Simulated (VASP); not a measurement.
# MgSe (Fm-3m) in VASP: single point with PBE

Aim: the single point of MgSe with PBE.

Everything below comes from runs of VASP 6.6.1. Logs are shortened: lines on timing, memory, paths and dates and some standing lists are left out, and cuts for length are marked.

## Step 1: The cell of the first run

It takes space group Fm-3m (No. 225, cubic). The conventional cell has a = 5.455 Å, b = 5.455 Å, c = 5.455 Å, α = 90.00°, β = 90.00°, γ = 90.00°. Mg (site symmetry m-3m) has 6 Se at 2.73 Å within 3.6 Å. Within 3.6 Å of Se (site symmetry m-3m) lie 6 Mg at 2.73 Å.

## Step 2: Single point, PBE

INCAR reads:

```
PREC = Accurate
ENCUT = 600
EDIFF = 1E-6
ISMEAR = 0
SIGMA = 0.02
LREAL = F
LASPH = T
NELM = 120
ALGO = Normal
ISIF = 2
LWAVE = F
LCHARG = F
GGA = PE
NBANDS = 11
GGA_COMPAT = F
```

KPOINTS reads:

```
regular mesh
0
Gamma
  8 8 8
```

POSCAR reads:

```
MgSe
1.0
    0.0000000000      2.7276312241      2.7276312241
    2.7276312241      0.0000000000      2.7276312241
    2.7276312241      2.7276312241      0.0000000000
Mg Se
1 1
Direct
    0.0000000000      0.0000000000      0.0000000000
    0.5000000000      0.5000000000      0.5000000000
```

Potentials or basis: VASP PAW PBE potentials, release 64 (Mg, Se).

Started as:

```sh
$ cat potpaw_PBE.64/Mg/POTCAR potpaw_PBE.64/Se/POTCAR > POTCAR
$ mpirun -np 1 vasp_std > vasp.out
```

OUTCAR:

```text
PREC = Accurate
   ENCUT = 600
   EDIFF = 1E-6
   ISMEAR = 0
   LREAL = F
   LASPH = T
   NELM = 120
   ISIF = 2
   GGA = PE

 ion  position               nearest neighbor table
   1  0.000  0.000  0.000-   2 2.73   2 2.73   2 2.73   2 2.73   2 2.73   2 2.73
   2  0.500  0.500  0.500-   1 2.73   1 2.73   1 2.73   1 2.73   1 2.73   1 2.73

  LATTYP: Found a face centered cubic cell.
 ALAT       =     5.4552624482

  Lattice vectors:

 A1 = (   0.0000000000,   2.7276312241,   2.7276312241)
 A2 = (   2.7276312241,   0.0000000000,   2.7276312241)
 A3 = (   2.7276312241,   2.7276312241,   0.0000000000)

Analysis of symmetry for initial positions (statically):
=====================================================================
 Subroutine PRICEL returns:
 Original cell was already a primitive cell.

 Routine SETGRP: Setting up the symmetry group for a
 face centered cubic supercell.

 Subroutine GETGRP returns: Found 48 space group operations
 (whereof 48 operations were pure point group operations)
 out of a pool of 48 trial point group operations.

The static configuration has the point symmetry O_h .

Analysis of symmetry for dynamics (positions and initial velocities):
=====================================================================
 Subroutine PRICEL returns:
 Original cell was already a primitive cell.

 Routine SETGRP: Setting up the symmetry group for a
 face centered cubic supercell.

 Subroutine GETGRP returns: Found 48 space group operations
 (whereof 48 operations were pure point group operations)
 out of a pool of 48 trial point group operations.

The dynamic configuration has the point symmetry O_h .

 Subroutine INISYM returns: Found 48 space group operations
 (whereof 48 operations are pure point group operations),
 and found     1 'primitive' translations

----------------------------------------------------------------------------------------

                                     Primitive cell

  volume of cell :      40.5870

  direct lattice vectors                    reciprocal lattice vectors
     0.000000000  2.727631224  2.727631224    -0.183309238  0.183309238  0.183309238
     2.727631224  0.000000000  2.727631224     0.183309238 -0.183309238  0.183309238
     2.727631224  2.727631224  0.000000000     0.183309238  0.183309238 -0.183309238

  length of vectors
     3.857453070  3.857453070  3.857453070     0.317500913  0.317500913  0.317500913

  position of ions in fractional coordinates (direct lattice)
     0.000000000  0.000000000  0.000000000
     0.500000000  0.500000000  0.500000000

  ion indices of the primitive-cell ions
[... 79 lines left out ...]
   IBRION =     -1    ionic relax: 0-MD 1-quasi-New 2-CG
   NFREE  =      0    steps in history (QN), initial steepest desc. (CG)
   ISIF   =      2    stress and relaxation
   ISYM   =      2    0-nonsym 1-usesym 2-fastsym
   POTIM  = 0.5000    time-step for ionic-motion
   TEBEG  =    0.0;   TEEND  =   0.0 temperature during run
   PSTRESS=    0.0 pullay stress
   NELECT =       8.0000    total number of electrons
   NUPDOWN=      -1.0000    fix difference up-down
   EMIN   =  10.00;   EMAX   =-10.00  energy-range for DOS
   EFERMI =   0.00;   METHOD = LEGACY
   ISMEAR =     0;   SIGMA  =   0.02  broadening in eV -4-tet -1-fermi 0-gaus
   EFERMI_NEDOS =   21; number of points for ismear=-14 and -15
   IALGO  =     38    algorithm
   IMIX   =      4    mixing-type and parameters
     AMIX     =   0.40;   BMIX     =  1.00
     AMIX_MAG =   1.60;   BMIX_MAG =  1.00
  volume/ion in A,a.u.               =      20.29       136.95
  Fermi-wavevector in a.u.,A,eV,Ry     =   0.952743  1.800424 12.350274  0.907720
  Thomas-Fermi vector in A             =   2.081334
   LORBIT       =      0    0 simple, 1 ext, 2 COOP (PROOUT), +10 PAW based schemes
   GGA     = PE    functional components
   LHFCALC =     F    Hartree Fock is set to
   AEXX    =    0.0000 exact exchange contribution
   IVDW    =     0    specifies the selected vdW correction
   LEPSILON=     F    determine dielectric tensor
   LRPA    =     F    only Hartree local field effects (RPA)
 non-spin polarized calculation
 Gauss-broadening in eV      SIGMA  =   0.02
  energy-cutoff  :      600.00
  volume of cell :       40.59
 maximum number of plane-waves:      1366
   NGX = 15   NGY = 15   NGZ = 15

 number of electron       8.0000000 magnetization

 Free energy of the ion-electron system (eV)
  ---------------------------------------------------
  ext. energy  EPLUGINS =         0.00000000
  ---------------------------------------------------
  free energy    TOTEN  =        -7.48460419 eV

  energy without entropy =       -7.48460419  energy(sigma->0) =       -7.48460419

 E-fermi :   3.2975     XC(G=0):  -9.4801

 val. band max:        3.2085229200   @ k =   0.0000   0.0000   0.0000
 cond. band min:       5.0065381414   @ k =   0.5000   0.5000   0.0000
 fundamental gap:      1.7980152214
 Fermi energy:         3.2974884310

 k-point     1 :       0.0000    0.0000    0.0000
  band No.  band energies     occupation
      1      -9.7227      2.00000
      2       3.2085      2.00000
      3       3.2085      2.00000
      4       3.2085      2.00000
      5       5.7899      0.00000
      6      10.6209      0.00000
      7      10.6209      0.00000
      8      10.6209      0.00000
      9      13.1742      0.00000
     10      13.1742      0.00000
     11      14.1842      0.00000
[... 309 lines left out ...]
 k-point    24 :      -0.3750    0.2500    0.1250
  band No.  band energies     occupation
      1      -8.4379      2.00000
      2      -1.2124      2.00000
      3       0.9873      2.00000
      4       1.9968      2.00000
      5       7.9445      0.00000
      6       8.6262      0.00000
      7      10.9610      0.00000
      8      12.2733      0.00000
      9      14.2700      0.00000
     10      14.9445      0.00000
     11      17.3077      0.00000

 [... further k-points ...]
[... 5 lines left out ...]
  --------------------------------------------------------------------------------------
  -------------------------------------------------------------------------------------
  Total        0.4423505      0.4423505      0.4423505      0.0000000     -0.0000000      0.0000000
  in kB       17.4618446     17.4618446     17.4618446      0.0000000     -0.0000000      0.0000000
  external PRESSURE =      17.4618446 kB  Pullay stress =       0.0000000 kB

 VOLUME and BASIS-vectors are now :
 -----------------------------------------------------------------------------
  energy-cutoff  :      600.00
  volume of cell :       40.59
      direct lattice vectors                 reciprocal lattice vectors
     0.000000000  2.727631224  2.727631224    -0.183309238  0.183309238  0.183309238
     2.727631224  0.000000000  2.727631224     0.183309238 -0.183309238  0.183309238
     2.727631224  2.727631224  0.000000000     0.183309238  0.183309238 -0.183309238

 POSITION                                       TOTAL-FORCE (eV/Angst)
 -----------------------------------------------------------------------------------
      0.00000      0.00000      0.00000         0.000000      0.000000      0.000000
      2.72763      2.72763      2.72763        -0.000000     -0.000000     -0.000000
 -----------------------------------------------------------------------------------
    total drift:                               -0.000000     -0.000000      0.000000

  FREE ENERGIE OF THE ION-ELECTRON SYSTEM (eV)
  ---------------------------------------------------
  free  energy   TOTEN  =        -7.4846041874 eV

  energy  without entropy=       -7.4846041874  energy(sigma->0) =       -7.48460419
```

Run time: 24 s. Hardware: 1 thread of Intel Xeon 8259CL, shared host; peak memory 0.18 GiB.

What came out:

* Free energy: -7.4846 eV
* Pressure: 1.7 GPa
* Band gap on the k mesh: 1.80 eV (least direct gap 2.58 eV)
